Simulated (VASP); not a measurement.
A run of VASP 6.6.1 is set up as follows.

INCAR

```
SYSTEM = Ru
PREC = Accurate
ENCUT = 560
EDIFF = 1E-6
ISMEAR = -1
SIGMA = 0.05
LREAL = .FALSE.
LASPH = .TRUE.
NELM = 120
ALGO = Normal
ISIF = 2
LWAVE = .FALSE.
LCHARG = .FALSE.
GGA = PS
NBANDS = 14
GGA_COMPAT = .FALSE.
```

File KPOINTS:

```
regular mesh
0
G
  19 19 18
  0 0 0
```

POSCAR

```
Ru
1.0
    2.3138804158      0.0000000000      0.0000000000
   -1.1569402079      2.0038792214      0.0000000000
    0.0000000000      0.0000000000      2.1556381808
Ru
1
Direct
    0.0000000000      0.0000000000      0.0000000000
```

Potentials or basis: VASP PAW PBE potentials, release 64 (Ru_sv).

Command:

```bash
$ cat potpaw_PBE.64/Ru_sv/POTCAR > POTCAR
$ mpirun -np 1 vasp_std > vasp.out
```

**Question.** Predict the pressure.

**Answer.** 239.3 GPa.

**Question.** Predict the band gap on the k mesh.

**Answer.** Zero (bands 8 and 9 overlap by 6.30 eV).

Stress tensor (GPa, compression positive):
```
239.40   0.00   0.00
  0.00 239.40   0.00
  0.00   0.00 239.06
```

Caveat: the cell stands under pressure; the PAW data sets were made with another functional, which shifts forces and pressure a little.
